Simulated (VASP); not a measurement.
# Rb2Ge (R3m) in VASP: single point with PBE

Aim: the single point of Rb2Ge with PBE.

All numbers are computed with VASP 6.6.1; they aren't measurements. Logs are shortened: lines on timing, memory, paths and dates and some standing lists are left out, and cuts for length are marked.

**1. The cell of the first run**

Symmetry: R3m, No. 160, trigonal system. Conventional cell: a = 10.827 Å, b = 10.827 Å, c = 12.567 Å, α = 90.00°, β = 90.00°, γ = 120.00°. Rb (site symmetry m) has 3 Ge at 3.52 to 3.94 Å and 2 Rb at 4.78 Å within 4.8 Å. Within 4.7 Å of Rb (site symmetry 3m) lie 1 Ge at 3.57 Å. Within 3.0 Å of Ge (site symmetry 3m) lie 1 Ge at 2.26 Å. Within 3.0 Å of Ge (site symmetry 3m) lie 1 Ge at 2.26 Å.

The cell was built from a structure type or drawn by symmetry, and may not be a known phase.

**2. Single point, PBE**

Input file INCAR:

```
SYSTEM = Rb2Ge
  PREC = Accurate
  ENCUT = 500
  EDIFF = 1E-6
  ISMEAR = 0
  SIGMA = 0.01
  LREAL = .FALSE.
  LASPH = .TRUE.
  NELM = 120
  ALGO = Normal
  ISIF = 2
  LWAVE = .FALSE.
  LCHARG = .FALSE.
  GGA = PE
  NBANDS = 41
  GGA_COMPAT = .FALSE.
```

Input file KPOINTS:

```
regular mesh
0
G
  6 6 6
  0 0 0
```

Input file POSCAR:

```
Rb2Ge
1.0
    5.4137200158      3.1256127084      4.1889728061
   -5.4137200158      3.1256127084      4.1889728061
    0.0000000000     -6.2512254169      4.1889728061
Rb Ge
4 2
Direct
    0.0049227829      0.5630975933      0.0049227829
    0.0049227829      0.0049227829      0.5630975933
    0.5630975933      0.0049227829      0.0049227829
    0.5104375125      0.5104375125      0.5104375125
    0.2262479713      0.2262479713      0.2262479713
    0.0460457267      0.0460457267      0.0460457267
```

Potentials or basis: VASP PAW PBE potentials, release 64 (Rb_sv, Ge_d).

The run is started by

```console
> cat potpaw_PBE.64/Rb_sv/POTCAR potpaw_PBE.64/Ge_d/POTCAR > POTCAR
> mpirun -np 1 vasp_std > vasp.out
```

OUTCAR:

```text
SYSTEM = Rb2Ge
   PREC = Accurate
   ENCUT = 500
   EDIFF = 1E-6
   ISMEAR = 0
   LREAL = .FALSE.
   LASPH = .TRUE.
   NELM = 120
   ISIF = 2
   GGA = PE

 ion  position               nearest neighbor table
   1  0.005  0.563  0.005-   5 3.52   6 3.64   6 3.94   2 4.78   3 4.78   4 5.16   3 5.26   3 5.26
                             2 5.26   2 5.26   4 5.32   4 5.43   4 5.43
   2  0.005  0.005  0.563-   5 3.52   6 3.64   6 3.94   3 4.78   1 4.78   4 5.16   3 5.26   1 5.26
                             3 5.26   1 5.26   4 5.32   4 5.43   4 5.43
   3  0.563  0.005  0.005-   5 3.52   6 3.64   6 3.94   2 4.78   1 4.78   4 5.16   1 5.26   1 5.26
                             2 5.26   2 5.26   4 5.32   4 5.43   4 5.43
   4  0.510  0.510  0.510-   5 3.57   2 5.16   3 5.16   1 5.16   2 5.32   1 5.32   3 5.32   3 5.43
                             1 5.43   3 5.43   1 5.43   2 5.43   2 5.43
   5  0.226  0.226  0.226-   6 2.26   2 3.52   3 3.52   1 3.52   4 3.57
   6  0.046  0.046  0.046-   5 2.26   3 3.64   1 3.64   2 3.64   3 3.94   1 3.94   2 3.94

  LATTYP: Found a trigonal (rhomboedric) cell.
 ALAT       =     7.5249792281
 COS(alpha) =    -0.0351683082

  Lattice vectors:

 A1 = (   5.4137200158,   3.1256127084,   4.1889728061)
 A2 = (  -5.4137200158,   3.1256127084,   4.1889728061)
 A3 = (   0.0000000000,  -6.2512254169,   4.1889728061)

Analysis of symmetry for initial positions (statically):
=====================================================================
 Subroutine PRICEL returns:
 Original cell was already a primitive cell.

 Routine SETGRP: Setting up the symmetry group for a
 trigonal (rhombohedral) supercell.

 Subroutine GETGRP returns: Found  6 space group operations
 (whereof  6 operations were pure point group operations)
 out of a pool of 12 trial point group operations.

The static configuration has the point symmetry C_3v.

Analysis of symmetry for dynamics (positions and initial velocities):
=====================================================================
 Subroutine PRICEL returns:
 Original cell was already a primitive cell.

 Routine SETGRP: Setting up the symmetry group for a
 trigonal (rhombohedral) supercell.

 Subroutine GETGRP returns: Found  6 space group operations
 (whereof  6 operations were pure point group operations)
 out of a pool of 12 trial point group operations.

The dynamic configuration has the point symmetry C_3v.

 Subroutine INISYM returns: Found  6 space group operations
 (whereof  6 operations are pure point group operations),
 and found     1 'primitive' translations

----------------------------------------------------------------------------------------

                                     Primitive cell

  volume of cell :     425.2945

  direct lattice vectors                    reciprocal lattice vectors
     5.413720016  3.125612708  4.188972806     0.092357935  0.053322878  0.079574003
    -5.413720016  3.125612708  4.188972806    -0.092357935  0.053322878  0.079574003
     0.000000000 -6.251225417  4.188972806     0.000000000 -0.106645757  0.079574003

  length of vectors
     7.524979228  7.524979228  7.524979228     0.133061412  0.133061412  0.133061412

  position of ions in fractional coordinates (direct lattice)
     0.004922783  0.563097593  0.004922783
     0.004922783  0.004922783  0.563097593
     0.563097593  0.004922783  0.004922783
     0.510437512  0.510437512  0.510437512
     0.226247971  0.226247971  0.226247971
     0.046045727  0.046045727  0.046045727

  ion indices of the primitive-cell ions
   primitive index   ion index
                 1           1
                 2           2
                 3           3
                 4           4
                 5           5
                 6           6

----------------------------------------------------------------------------------------

 KPOINTS: regular mesh

Automatic generation of k-mesh.
 Grid dimensions read from file:
 generate k-points for:    6    6    6

 Generating k-lattice:

  Cartesian coordinates                     Fractional coordinates (reciprocal lattice)
     0.015392989  0.008887146  0.013262334     0.166666667 -0.000000000 -0.000000000
    -0.015392989  0.008887146  0.013262334    -0.000000000  0.166666667 -0.000000000
     0.000000000 -0.017774293  0.013262334    -0.000000000 -0.000000000  0.166666667

  Length of vectors
     0.022176902  0.022176902  0.022176902

  Shift w.r.t. Gamma in fractional coordinates (k-lattice)
     0.000000000  0.000000000  0.000000000

 Subroutine IBZKPT returns following result:
 ===========================================

 Found     32 irreducible k-points:

 Following reciprocal coordinates:
            Coordinates               Weight
  0.000000  0.000000  0.000000      1.000000
  0.166667  0.000000 -0.000000      6.000000
  0.333333  0.000000 -0.000000      6.000000
  0.500000  0.000000 -0.000000      3.000000
  0.166667  0.166667 -0.000000      6.000000
  0.333333  0.166667  0.000000     12.000000
[... 16 lines left out ...]
  0.500000  0.500000  0.166667      6.000000
 -0.333333  0.500000  0.166667     12.000000
 [... further k-points ...]
   k-points           NKPTS =     32   k-points in BZ     NKDIM =     32   number of bands    NBANDS=     41
   number of dos      NEDOS =    301   number of ions     NIONS =      6
   total plane-waves  NPLWV = 175616
   dimension x,y,z NGX =    56 NGY =   56 NGZ =   56
   dimension x,y,z NGXF=   112 NGYF=  112 NGZF=  112
   ions per type =               4   2
   NGX,Y,Z   is equivalent  to a cutoff of  12.37, 12.37, 12.37 a.u.
   NGXF,Y,Z  is equivalent  to a cutoff of  24.74, 24.74, 24.74 a.u.
 SYSTEM =  Rb2Ge
   PREC   = accura    normal or accurate (medium, high low for compatibility)
   ISTART =      0    job   : 0-new  1-cont  2-samecut
   ICHARG =      2    charge: 1-file 2-atom 10-const
   ISPIN  =      1    spin polarized calculation?
   LNONCOLLINEAR =      F non collinear calculations
   LSORBIT =      F    spin-orbit coupling
   LASPH  =      T    aspherical Exc in radial PAW
   ENCUT  =  500.0 eV  36.75 Ry    6.06 a.u.  13.72 13.72 13.72*2*pi/ulx,y,z
   NELM   =    120;   NELMIN=  2; NELMDL= -5     # of ELM steps
   EDIFF  = 0.1E-05   stopping-criterion for ELM
   LREAL  =      F    real-space projection
   EDIFFG = 0.1E-04   stopping-criterion for IOM
   NSW    =      0    number of steps for IOM
   IBRION =     -1    ionic relax: 0-MD 1-quasi-New 2-CG
   NFREE  =      0    steps in history (QN), initial steepest desc. (CG)
   ISIF   =      2    stress and relaxation
   ISYM   =      2    0-nonsym 1-usesym 2-fastsym
   POTIM  = 0.5000    time-step for ionic-motion
   TEBEG  =    0.0;   TEEND  =   0.0 temperature during run
   PSTRESS=    0.0 pullay stress
   NELECT =      64.0000    total number of electrons
   NUPDOWN=      -1.0000    fix difference up-down
   EMIN   =  10.00;   EMAX   =-10.00  energy-range for DOS
   EFERMI =   0.00;   METHOD = LEGACY
   ISMEAR =     0;   SIGMA  =   0.01  broadening in eV -4-tet -1-fermi 0-gaus
   EFERMI_NEDOS =   21; number of points for ismear=-14 and -15
   IALGO  =     38    algorithm
   IMIX   =      4    mixing-type and parameters
     AMIX     =   0.40;   BMIX     =  1.00
     AMIX_MAG =   1.60;   BMIX_MAG =  1.00
  volume/ion in A,a.u.               =      70.88       478.34
  Fermi-wavevector in a.u.,A,eV,Ry     =   0.870773  1.645522 10.316556  0.758245
  Thomas-Fermi vector in A             =   1.989786
   LORBIT       =      0    0 simple, 1 ext, 2 COOP (PROOUT), +10 PAW based schemes
   GGA     = PE    functional components
   LHFCALC =     F    Hartree Fock is set to
   AEXX    =    0.0000 exact exchange contribution
   IVDW    =     0    specifies the selected vdW correction
   LEPSILON=     F    determine dielectric tensor
   LRPA    =     F    only Hartree local field effects (RPA)
 non-spin polarized calculation
 Gauss-broadening in eV      SIGMA  =   0.01
  energy-cutoff  :      500.00
  volume of cell :      425.29
 maximum number of plane-waves:     10824
   NGX = 27   NGY = 27   NGZ = 27

 number of electron      63.9999996 magnetization

 Free energy of the ion-electron system (eV)
  ---------------------------------------------------
  ext. energy  EPLUGINS =         0.00000000
  ---------------------------------------------------
  free energy    TOTEN  =       -12.37410616 eV

  energy without entropy =      -12.37378986  energy(sigma->0) =      -12.37394801

 E-fermi :   0.3724     XC(G=0):  -5.7602

 val. band max:        0.3322659071   @ k =   0.5000   0.5000   0.3333
 cond. band min:       0.3738094126   @ k =   0.5000   0.3333   0.3333
 fundamental gap:      0.0415435056
 Fermi energy:         0.3724399880

 k-point     1 :       0.0000    0.0000    0.0000
  band No.  band energies     occupation
      1     -28.4635      2.00000
      2     -28.3353      2.00000
      3     -28.3321      2.00000
      4     -28.3321      2.00000
      5     -24.2126      2.00000
      6     -24.1220      2.00000
[... 33 lines left out ...]
     40       2.6083      0.00000
     41       2.6083      0.00000

 k-point     2 :       0.1667    0.0000   -0.0000
  band No.  band energies     occupation
      1     -28.4635      2.00000
      2     -28.3352      2.00000
      3     -28.3322      2.00000
      4     -28.3321      2.00000
      5     -24.2126      2.00000
      6     -24.1220      2.00000
[... 33 lines left out ...]
     40       2.4422      0.00000
     41       2.7547      0.00000

 k-point     3 :       0.3333    0.0000   -0.0000
  band No.  band energies     occupation
      1     -28.4635      2.00000
      2     -28.3349      2.00000
      3     -28.3324      2.00000
      4     -28.3321      2.00000
      5     -24.2126      2.00000
      6     -24.1220      2.00000
[... 33 lines left out ...]
     40       2.6064      0.00000
     41       2.8953      0.00000

 k-point     4 :       0.5000    0.0000   -0.0000
  band No.  band energies     occupation
      1     -28.4635      2.00000
      2     -28.3348      2.00000
      3     -28.3326      2.00000
      4     -28.3321      2.00000
      5     -24.2126      2.00000
      6     -24.1220      2.00000
[... 825 lines left out ...]
     40       2.5890      0.00000
     41       2.9015      0.00000

 k-point    23 :       0.5000    0.5000    0.1667
  band No.  band energies     occupation
      1     -28.4635      2.00000
      2     -28.3342      2.00000
      3     -28.3327      2.00000
      4     -28.3324      2.00000
      5     -24.2126      2.00000
      6     -24.1220      2.00000
[... 33 lines left out ...]
     40       3.0117      0.00000
     41       3.2388      0.00000

 k-point    24 :      -0.3333    0.5000    0.1667
  band No.  band energies     occupation
      1     -28.4635      2.00000
      2     -28.3343      2.00000
      3     -28.3327      2.00000
      4     -28.3324      2.00000
      5     -24.2126      2.00000
      6     -24.1220      2.00000
[... 33 lines left out ...]
     40       2.9352      0.00000
     41       3.1172      0.00000

 [... further k-points ...]
[... 5 lines left out ...]
  --------------------------------------------------------------------------------------
  -------------------------------------------------------------------------------------
  Total        0.0089889      0.0089889     -0.0057998      0.0000000      0.0000000     -0.0000000
  in kB        0.0338631      0.0338631     -0.0218490      0.0000000      0.0000000     -0.0000000
  external PRESSURE =       0.0152924 kB  Pullay stress =       0.0000000 kB

 VOLUME and BASIS-vectors are now :
 -----------------------------------------------------------------------------
  energy-cutoff  :      500.00
  volume of cell :      425.29
      direct lattice vectors                 reciprocal lattice vectors
     5.413720016  3.125612708  4.188972806     0.092357935  0.053322878  0.079574003
    -5.413720016  3.125612708  4.188972806    -0.092357935  0.053322878  0.079574003
     0.000000000 -6.251225417  4.188972806     0.000000000 -0.106645757  0.079574003

 POSITION                                       TOTAL-FORCE (eV/Angst)
 -----------------------------------------------------------------------------------
     -3.02180      1.74464      2.40004        -0.002264      0.001307     -0.002682
      0.00000     -3.48928      2.40004         0.000000     -0.002614     -0.002682
      3.02180      1.74464      2.40004         0.002264      0.001307     -0.002682
      0.00000     -0.00000      6.41463         0.000000     -0.000000      0.004602
      0.00000     -0.00000      2.84324         0.000000      0.000000     -0.003018
      0.00000     -0.00000      0.57865         0.000000     -0.000000      0.006461
 -----------------------------------------------------------------------------------
    total drift:                               -0.000000     -0.000011      0.004811

  FREE ENERGIE OF THE ION-ELECTRON SYSTEM (eV)
  ---------------------------------------------------
  free  energy   TOTEN  =       -12.3741061570 eV

  energy  without entropy=      -12.3737898643  energy(sigma->0) =      -12.37394801
```

It took 18 min on 1 thread of Intel Xeon 8259CL, shared host; peak memory 0.68 GiB.

Results:

```yaml
Free_energy: -12.3741 eV
Pressure: 0.0 GPa
Largest_force: 0.006 eV/Å
Band_gap_on_the_k_mesh: zero (bands 32 and 33 overlap by 0.19 eV)
```

Forces on the atoms (eV/Å):
```
Rb  -0.002  0.001 -0.003
Rb   0.000 -0.003 -0.003
Rb   0.002  0.001 -0.003
Rb   0.000  0.000  0.005
Ge   0.000  0.000 -0.003
Ge   0.000  0.000  0.006
```

Levels at points of the mesh, in eV from the Fermi level:
| k point | band 30 | band 31 | band 32 | band 33 | band 34 | band 35 |
| --- | --- | --- | --- | --- | --- | --- |
| (0.00, 0.00, 0.00) | -1.57 | -1.57 | -0.54 | 0.16 | 0.16 | 1.43 |
| (0.50, 0.00, 0.00) | -1.68 | -1.56 | -0.34 | -0.10 | 0.30 | 0.90 |
| (0.50, 0.50, 0.00) | -1.83 | -1.59 | -0.22 | 0.40 | 0.45 | 0.59 |
| (0.50, 0.50, 0.50) | -1.97 | -1.71 | 0.09 | 0.09 | 0.25 | 0.87 |
